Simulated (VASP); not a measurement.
The system is CsCl.

```xyz
2
Lattice="4.1407 0.0000 0.0000 0.0000 4.1407 0.0000 0.0000 0.0000 4.1407" Properties=species:S:1:pos:R:3 pbc="T T T"
Cs    0.0000    0.0000    0.0000
Cl    2.0703    2.0703    2.0703
```

Base run:

```yaml
Program: VASP 6.6.1
Functional: PBE0
Potentials_or_basis: VASP PAW PBE potentials, release 64 (Cs_sv, Cl)
Cutoff: 400 eV
k_mesh: 4 × 4 × 4
Occupations: gaussian, width 0.01 eV
Spin: no spin polarisation
```

Its results: band gap on the k mesh 7.25 eV, direct; pressure 0.3 GPa.

The run is repeated on the same cell with these changes: functional from PBE0 to PBE; cutoff from 400 eV to 500 eV. What comes out?

Band gap on the k mesh 5.20 eV, direct; pressure 0.8 GPa.

PBE0 gives the wider gap, since exact exchange removes part of the self-interaction.

Caveats: spin-orbit coupling is left out, which moves the levels of the heavy elements; the PAW data sets were made with another functional, which shifts forces and pressure a little (some runs).

